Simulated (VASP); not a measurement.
# C11O in VASP: a series of runs

The runs below take C11O through single point, with PBE+D3(BJ).

Everything below comes from runs of VASP 6.6.1. Logs are shortened: lines on timing, memory, paths and dates and some standing lists are left out, and cuts for length are marked.

### Step 1. The cell of the first run

The cell holds a slab with vacuum, 12 atoms: a = 3.647 Å, b = 4.269 Å, c = 23.181 Å, α = 90.00°, β = 90.00°, γ = 112.97°.

### Step 2. Single point, PBE+D3(BJ)

INCAR reads:

```
SYSTEM = C11O
PREC     = Accurate       ! precision mode
ENCUT    = 520            ! plane-wave cutoff, eV
EDIFF    = 1E-6           ! SCF threshold, eV
ISMEAR   = 0              ! smearing method
SIGMA    = 0.05           ! smearing width, eV
LREAL    = .FALSE.        ! projectors in reciprocal space
LASPH    = .TRUE.         ! aspherical terms in the spheres
NELM     = 100            ! most SCF steps
ALGO     = Normal         ! electronic algorithm
ISIF     = 2              ! what is computed and relaxed
LWAVE    = .FALSE.        ! write WAVECAR
LCHARG   = .FALSE.        ! write CHGCAR
LDIPOL   = .TRUE.       
IDIPOL   = 3            
DIPOL    = 0.5 0.5 0.319
GGA      = PE             ! functional
IVDW     = 12             ! dispersion correction
NBANDS   = 37             ! bands
```

KPOINTS reads:

```
Automatic mesh
0
G
  8 7 1
  0 0 0
```

POSCAR reads:

```
C11O
1.0
    3.6473242347      0.0000000000      0.0000000000
   -1.6658829406      3.9310150970      0.0000000000
    0.0000000000      0.0000000000     23.1809581692
C O
11 1
Direct
    0.5001799340      0.3333933113      0.1725554212
    0.4998200660      0.6666066887      0.1725554212
    0.5001799340      0.8333933113      0.2257231425
    0.4998200660      0.1666066887      0.2257231425
    0.5000212331      0.3353169669      0.2788716798
    0.4999787669      0.6646830331      0.2788716798
    0.5001286273      0.8366480408      0.3322552327
    0.4998713727      0.1633519592      0.3322552327
    0.4997623703      0.3544335274      0.3809574266
    0.5002376297      0.6455664726      0.3809574266
    1.2497623703      0.6044335274      0.5470420194
    1.2497623703      0.6044335274      0.4974323358
```

Potentials or basis: VASP PAW PBE potentials, release 64 (C, O).

On the command line:

```bash
cat potpaw_PBE.64/C/POTCAR potpaw_PBE.64/O/POTCAR > POTCAR
mpirun -np 1 vasp_std > vasp.out
```

OUTCAR:

```text
SYSTEM = C11O
   PREC = Accurate
   ENCUT = 520
   EDIFF = 1E-6
   ISMEAR = 0
   LREAL = .FALSE.
   LASPH = .TRUE.
   NELM = 100
   ISIF = 2
   GGA = PE
   IVDW = 12
 IVDW          = 12

 ion  position               nearest neighbor table
   1  0.500  0.333  0.173-   4 1.42   2 1.42
   2  0.500  0.667  0.173-   3 1.42   1 1.42
   3  0.500  0.833  0.226-   2 1.42   4 1.42   6 1.43
   4  0.500  0.167  0.226-   1 1.42   3 1.42   5 1.43
   5  0.500  0.335  0.279-   6 1.41   4 1.43   8 1.44
   6  0.500  0.665  0.279-   5 1.41   3 1.43   7 1.44
   7  0.500  0.837  0.332-  10 1.39   8 1.40   6 1.44
   8  0.500  0.163  0.332-   9 1.39   7 1.40   5 1.44
   9  0.500  0.354  0.381-  10 1.24   8 1.39
  10  0.500  0.646  0.381-   9 1.24   7 1.39
  11  0.250  0.604  0.547-  12 1.15
  12  0.250  0.604  0.497-  11 1.15

  LATTYP: Found a simple monoclinic cell.
 ALAT       =     3.6473242347
 B/A-ratio  =     6.3556066523
 C/A-ratio  =     1.1705653965
 COS(beta)  =    -0.3901884655

  Lattice vectors:

 A1 = (   3.6473242347,   0.0000000000,   0.0000000000)
 A2 = (   0.0000000000,   0.0000000000, -23.1809581692)
 A3 = (  -1.6658829406,   3.9310150970,   0.0000000000)

Analysis of symmetry for initial positions (statically):
=====================================================================
 Subroutine PRICEL returns:
 Original cell was already a primitive cell.

 Routine SETGRP: Setting up the symmetry group for a
 simple monoclinic supercell.

 Subroutine GETGRP returns: Found  1 space group operations
 (whereof  1 operations were pure point group operations)
 out of a pool of  4 trial point group operations.

The static configuration has the point symmetry C_1 .

Analysis of symmetry for dynamics (positions and initial velocities):
=====================================================================
 Subroutine PRICEL returns:
 Original cell was already a primitive cell.

 Routine SETGRP: Setting up the symmetry group for a
 simple monoclinic supercell.

 Subroutine GETGRP returns: Found  1 space group operations
 (whereof  1 operations were pure point group operations)
 out of a pool of  4 trial point group operations.

The dynamic configuration has the point symmetry C_1 .

 Subroutine INISYM returns: Found  1 space group operations
 (whereof  1 operations are pure point group operations),
 and found     1 'primitive' translations

----------------------------------------------------------------------------------------

                                     Primitive cell

  volume of cell :     332.3613

  direct lattice vectors                    reciprocal lattice vectors
     3.647324235  0.000000000  0.000000000     0.274173596  0.116189102  0.000000000
    -1.665882941  3.931015097  0.000000000     0.000000000  0.254387219  0.000000000
     0.000000000  0.000000000 23.180958169     0.000000000  0.000000000  0.043138855

  length of vectors
     3.647324235  4.269431539 23.180958169     0.297776876  0.254387219  0.043138855

  position of ions in fractional coordinates (direct lattice)
     0.500179934  0.333393311  0.172555421
     0.499820066  0.666606689  0.172555421
     0.500179934  0.833393311  0.225723143
     0.499820066  0.166606689  0.225723143
     0.500021233  0.335316967  0.278871680
     0.499978767  0.664683033  0.278871680
     0.500128627  0.836648041  0.332255233
     0.499871373  0.163351959  0.332255233
     0.499762370  0.354433527  0.380957427
     0.500237630  0.645566473  0.380957427
     0.249762370  0.604433527  0.547042019
     0.249762370  0.604433527  0.497432336

  ion indices of the primitive-cell ions
   primitive index   ion index
                 1           1
                 2           2
                 3           3
                 4           4
                 5           5
                 6           6
                 7           7
                 8           8
                 9           9
                10          10
                11          11
                12          12

----------------------------------------------------------------------------------------

 KPOINTS: Automatic mesh

Automatic generation of k-mesh.
 Grid dimensions read from file:
 generate k-points for:    8    7    1

 Generating k-lattice:

  Cartesian coordinates                     Fractional coordinates (reciprocal lattice)
     0.034271699  0.014523638  0.000000000     0.125000000 -0.000000000  0.000000000
     0.000000000  0.036341031  0.000000000     0.000000000  0.142857143  0.000000000
     0.000000000  0.000000000  0.043138855     0.000000000  0.000000000  1.000000000

  Length of vectors
     0.037222110  0.036341031  0.043138855

  Shift w.r.t. Gamma in fractional coordinates (k-lattice)
     0.000000000  0.000000000  0.000000000

 Subroutine IBZKPT returns following result:
 ===========================================

 Found     29 irreducible k-points:

 Following reciprocal coordinates:
            Coordinates               Weight
  0.000000  0.000000  0.000000      1.000000
  0.125000  0.000000  0.000000      2.000000
  0.250000  0.000000  0.000000      2.000000
  0.375000  0.000000  0.000000      2.000000
  0.500000  0.000000  0.000000      1.000000
  0.000000  0.142857  0.000000      2.000000
[... 16 lines left out ...]
  0.125000  0.428571  0.000000      2.000000
  0.250000  0.428571  0.000000      2.000000
 [... further k-points ...]
   k-points           NKPTS =     29   k-points in BZ     NKDIM =     29   number of bands    NBANDS=     37
   number of dos      NEDOS =    301   number of ions     NIONS =     12
   total plane-waves  NPLWV = 161280
   dimension x,y,z NGX =    28 NGY =   32 NGZ =  180
   dimension x,y,z NGXF=    56 NGYF=   64 NGZF=  360
   ions per type =              11   1
   NGX,Y,Z   is equivalent  to a cutoff of  12.76, 12.46, 12.91 a.u.
   NGXF,Y,Z  is equivalent  to a cutoff of  25.52, 24.92, 25.82 a.u.
 SYSTEM =  C11O
   PREC   = accura    normal or accurate (medium, high low for compatibility)
   ISTART =      0    job   : 0-new  1-cont  2-samecut
   ICHARG =      2    charge: 1-file 2-atom 10-const
   ISPIN  =      1    spin polarized calculation?
   LNONCOLLINEAR =      F non collinear calculations
   LSORBIT =      F    spin-orbit coupling
   LASPH  =      T    aspherical Exc in radial PAW
   ENCUT  =  520.0 eV  38.22 Ry    6.18 a.u.   6.78  7.94 43.10*2*pi/ulx,y,z
   NELM   =    100;   NELMIN=  2; NELMDL= -5     # of ELM steps
   EDIFF  = 0.1E-05   stopping-criterion for ELM
   LREAL  =      F    real-space projection
[... 7 lines left out ...]
   TEBEG  =    0.0;   TEEND  =   0.0 temperature during run
   PSTRESS=    0.0 pullay stress
   NELECT =      50.0000    total number of electrons
   NUPDOWN=      -1.0000    fix difference up-down
   EMIN   =  10.00;   EMAX   =-10.00  energy-range for DOS
   EFERMI =   0.00;   METHOD = LEGACY
   ISMEAR =     0;   SIGMA  =   0.05  broadening in eV -4-tet -1-fermi 0-gaus
   EFERMI_NEDOS =   21; number of points for ismear=-14 and -15
   IALGO  =     38    algorithm
   IMIX   =      4    mixing-type and parameters
     AMIX     =   0.40;   BMIX     =  1.00
     AMIX_MAG =   1.60;   BMIX_MAG =  1.00
  volume/ion in A,a.u.               =      27.70       186.91
  Fermi-wavevector in a.u.,A,eV,Ry     =   0.870686  1.645357 10.314486  0.758093
  Thomas-Fermi vector in A             =   1.989686
   LORBIT       =      0    0 simple, 1 ext, 2 COOP (PROOUT), +10 PAW based schemes
   GGA     = PE    functional components
   LHFCALC =     F    Hartree Fock is set to
   AEXX    =    0.0000 exact exchange contribution
   IVDW    =    12    specifies the selected vdW correction
   LEPSILON=     F    determine dielectric tensor
   LRPA    =     F    only Hartree local field effects (RPA)
 non-spin polarized calculation
 Gauss-broadening in eV      SIGMA  =   0.05
  energy-cutoff  :      520.00
  volume of cell :      332.36
 maximum number of plane-waves:      8992
   NGX = 13   NGY = 15   NGZ = 87

 dipolmoment           0.000000      0.000000      0.010477 electrons x Angstroem

 number of electron      50.0000002 magnetization

 dipolmoment           0.000000      0.000000     -0.063619 electrons x Angstroem

 Free energy of the ion-electron system (eV)
  ---------------------------------------------------
  ext. energy  EPLUGINS =         0.00000000
  ---------------------------------------------------
  free energy    TOTEN  =       -97.21052538 eV

  energy without entropy =      -97.20739943  energy(sigma->0) =      -97.20896240

 E-fermi :  -2.8126     XC(G=0):  -4.3766

 val. band max:       -2.8153537147   @ k =  -0.1250   0.4286   0.0000
 cond. band min:      -2.7496482770   @ k =  -0.2500   0.4286   0.0000
 fundamental gap:      0.0657054378
 Fermi energy:        -2.8125535140

 k-point     1 :       0.0000    0.0000    0.0000
  band No.  band energies     occupation
      1     -26.8347      2.00000
      2     -21.5262      2.00000
      3     -19.6805      2.00000
      4     -16.9735      2.00000
      5     -16.1067      2.00000
      6     -15.5056      2.00000
[... 29 lines left out ...]
     36       3.3396      0.00000
     37       4.1625      0.00000

 k-point     2 :       0.1250    0.0000    0.0000
  band No.  band energies     occupation
      1     -26.8305      2.00000
      2     -21.4873      2.00000
      3     -19.6446      2.00000
      4     -16.9457      2.00000
      5     -16.1259      2.00000
      6     -15.5049      2.00000
[... 29 lines left out ...]
     36       3.5625      0.00000
     37       4.3832      0.00000
[... 838 lines left out ...]
     36       5.1379      0.00000
     37       5.2330      0.00000

 k-point    24 :       0.2500    0.4286    0.0000
  band No.  band energies     occupation
      1     -26.8159      2.00000
      2     -20.2581      2.00000
      3     -19.6175      2.00000
      4     -18.4882      2.00000
      5     -17.8031      2.00000
      6     -16.1498      2.00000
[... 29 lines left out ...]
     36       5.2998      0.00000
     37       5.4519      0.00000

 [... further k-points ...]

------------------------ aborting loop because EDIFF is reached ----------------------------------------

 vacuum level on the upper side and lower side of the slab       (xc-potential included)        -0.400         0.385

 Edisp (eV)   -1.30037

 E8    (eV) :    -0.3799

  FORCE on cell =-STRESS in cart. coord.  units (eV):
  Direction    XX          YY          ZZ          XY          YZ          ZX
  --------------------------------------------------------------------------------------
  -------------------------------------------------------------------------------------
  Total       0.16336    -1.53965    -2.73990     0.57605     0.05230    -0.26814
  in kB       0.78751    -7.42204   -13.20794     2.77692     0.25210    -1.29258
  external pressure =       -6.61 kB  Pullay stress =        0.00 kB

 VOLUME and BASIS-vectors are now :
 -----------------------------------------------------------------------------
  energy-cutoff  :      520.00
  volume of cell :      332.36
      direct lattice vectors                 reciprocal lattice vectors
     3.647324235  0.000000000  0.000000000     0.274173596  0.116189102  0.000000000
    -1.665882941  3.931015097  0.000000000     0.000000000  0.254387219  0.000000000
     0.000000000  0.000000000 23.180958169     0.000000000  0.000000000  0.043138855

 POSITION                                       TOTAL-FORCE (eV/Angst)
 -----------------------------------------------------------------------------------
      1.26892      1.31057      4.00000        -2.625842      6.146479      1.135943
      0.71252      2.62044      4.00000         2.627213     -6.145749      1.135978
      0.43598      3.27608      5.23248        -0.160956      0.385342     -1.175554
      1.54546      0.65493      5.23248         0.154095     -0.380278     -1.176682
      1.26514      1.31814      6.46451         0.008872     -0.019639     -0.008357
      0.71630      2.61288      6.46451        -0.006291     -0.005530      0.000024
      0.43037      3.28888      7.70199        -0.022246      0.031576      0.034970
      1.55107      0.64214      7.70199         0.009482      0.031417     -0.019413
      1.23235      1.39328      8.83096         0.058411     -0.106437      0.022666
      0.74909      2.53773      8.83096         0.073254      0.030769     -0.194222
     -0.09595      2.37604     12.68096         0.014697     -0.001309     -0.678584
     -0.09595      2.37604     11.53096        -0.130689      0.033359      0.923230
 -----------------------------------------------------------------------------------
    total drift:                               -0.000379     -0.000153     -0.000625

  FREE ENERGIE OF THE ION-ELECTRON SYSTEM (eV)
  ---------------------------------------------------
  free  energy   TOTEN  =       -98.5108959124 eV

  energy  without entropy=      -98.5077699638  energy(sigma->0) =      -98.50933294

 vacuum level on the upper side and lower side of the slab         2.915         3.718
```

Wall time 13 min (1 thread of Oxide Virtual Turin-like, shared host); peak memory 0.5 GiB.

Results:

```
Free energy                : -98.5109 eV
Largest force              : 6.780 eV/Å
Band gap on the k mesh     : zero (bands 25 and 26 overlap by 0.74 eV)
Dispersion energy per atom : -0.108 eV
```

Forces in eV/Å, atoms in the order of the input:
```
C   -2.626  6.146  1.136
C    2.627 -6.146  1.136
C   -0.161  0.385 -1.176
C    0.154 -0.380 -1.177
C    0.009 -0.020 -0.008
C   -0.006 -0.006  0.000
C   -0.022  0.032  0.035
C    0.009  0.031 -0.019
C    0.058 -0.106  0.023
C    0.073  0.031 -0.194
C    0.015 -0.001 -0.679
O   -0.131  0.033  0.923
```

### Step 3. Single point, PBE+D3(BJ)

INCAR reads:

```
PREC = Accurate
ENCUT = 520
EDIFF = 1E-6
ISMEAR = 0
SIGMA = 0.05
LREAL = False
LASPH = True
NELM = 80
ALGO = Normal
ISIF = 2
LWAVE = False
LCHARG = False
LDIPOL = True
IDIPOL = 3
DIPOL = 0.5 0.5 0.319
GGA = PE
IVDW = 12
NBANDS = 37
```

KPOINTS reads:

```
Automatic mesh
0
Gamma
  8 7 1
```

POSCAR, as its differences from that of step 2:

```diff
@@ -18,3 +18,3 @@
     0.5002376297      0.6455664726      0.3809574266
-    1.2497623703      0.6044335274      0.5470420194
-    1.2497623703      0.6044335274      0.4974323358
+    1.2497623703      1.1044335274      0.5470420194
+    1.2497623703      1.1044335274      0.4974323358
```

Potentials or basis: VASP PAW PBE potentials, release 64 (C, O).

On the command line:

```bash
cat potpaw_PBE.64/C/POTCAR potpaw_PBE.64/O/POTCAR > POTCAR
mpirun -np 1 vasp_std > vasp.out
```

OUTCAR:

```text
PREC = Accurate
   ENCUT = 520
   EDIFF = 1E-6
   ISMEAR = 0
   LREAL = False
   LASPH = True
   NELM = 80
   ISIF = 2
   GGA = PE
   IVDW = 12
 IVDW          = 12

 ion  position               nearest neighbor table
   1  0.500  0.333  0.173-   4 1.42   2 1.42
   2  0.500  0.667  0.173-   3 1.42   1 1.42
   3  0.500  0.833  0.226-   2 1.42   4 1.42   6 1.43
   4  0.500  0.167  0.226-   1 1.42   3 1.42   5 1.43
   5  0.500  0.335  0.279-   6 1.41   4 1.43   8 1.44
   6  0.500  0.665  0.279-   5 1.41   3 1.43   7 1.44
   7  0.500  0.837  0.332-  10 1.39   8 1.40   6 1.44
   8  0.500  0.163  0.332-   9 1.39   7 1.40   5 1.44
   9  0.500  0.354  0.381-  10 1.24   8 1.39
  10  0.500  0.646  0.381-   9 1.24   7 1.39
  11  0.250  0.104  0.547-  12 1.15
[... 1202 lines left out ...]
     3.647324235  0.000000000  0.000000000     0.274173596  0.116189102  0.000000000
    -1.665882941  3.931015097  0.000000000     0.000000000  0.254387219  0.000000000
     0.000000000  0.000000000 23.180958169     0.000000000  0.000000000  0.043138855

 POSITION                                       TOTAL-FORCE (eV/Angst)
 -----------------------------------------------------------------------------------
      1.26892      1.31057      4.00000        -2.625357      6.139576      1.134523
      0.71252      2.62044      4.00000         2.626637     -6.139403      1.134456
      0.43598      3.27608      5.23248        -0.164435      0.378573     -1.175035
      1.54546      0.65493      5.23248         0.163903     -0.385636     -1.174165
      1.26514      1.31814      6.46451         0.000847      0.000608      0.004762
      0.71630      2.61288      6.46451        -0.013391      0.016778     -0.002458
      0.43037      3.28888      7.70199         0.015325      0.002722     -0.009611
      1.55107      0.64214      7.70199         0.013714     -0.049774      0.042338
      1.23235      1.39328      8.83096         0.037597      0.056461     -0.137798
      0.74909      2.53773      8.83096        -0.028242      0.061578      0.066622
      0.73699      0.41053     12.68096         0.004773      0.008969     -0.698546
      0.73699      0.41053     11.53096        -0.031371     -0.090451      0.814912
 -----------------------------------------------------------------------------------
    total drift:                               -0.000379     -0.000138     -0.000680

  FREE ENERGIE OF THE ION-ELECTRON SYSTEM (eV)
  ---------------------------------------------------
  free  energy   TOTEN  =       -98.5512948069 eV

  energy  without entropy=      -98.5481581338  energy(sigma->0) =      -98.54972647

 vacuum level on the upper side and lower side of the slab         2.900         3.726
```

stdout:

```text
POSCAR found type information on POSCAR C O
 POSCAR found :  2 types and      12 ions
 scaLAPACK will be used
 LDA part: xc-table for (Slater+PW92), standard interpolation
 POSCAR, INCAR and KPOINTS ok, starting setup
 FFT: planning ... GRIDC
 FFT: planning ... GRID_SOFT
 FFT: planning ... GRID
 WAVECAR not read
 entering main loop
```

Wall time 10 min (1 thread of Oxide Virtual Turin-like, shared host); peak memory 0.5 GiB.

Results:

- Free energy: -98.5513 eV
- Largest force: 6.773 eV/Å
- Band gap on the k mesh: zero (bands 25 and 26 overlap by 0.73 eV)
- Dispersion energy per atom: -0.108 eV

Forces on the atoms (eV/Å):
```
C   -2.625  6.140  1.135
C    2.627 -6.139  1.134
C   -0.164  0.379 -1.175
C    0.164 -0.386 -1.174
C    0.001  0.001  0.005
C   -0.013  0.017 -0.002
C    0.015  0.003 -0.010
C    0.014 -0.050  0.042
C    0.038  0.056 -0.138
C   -0.028  0.062  0.067
C    0.005  0.009 -0.699
O   -0.031 -0.090  0.815
```

Levels at points of the mesh, in eV from the Fermi level:
```tsv
k point	band 21	band 22	band 23	band 24	band 25	band 26	band 27	band 28	band 29	band 30
(0.00, 0.00, 0.00)	-2.00	-1.47	-1.38	-1.34	0.62	0.67	1.26	1.74	2.21	3.27
(0.50, 0.00, 0.00)	-2.74	-1.73	-1.07	-0.76	0.07	1.12	1.29	1.93	2.08	2.35
```

The gap in the log of VASP goes by the Fermi energy; the results here count the filled bands.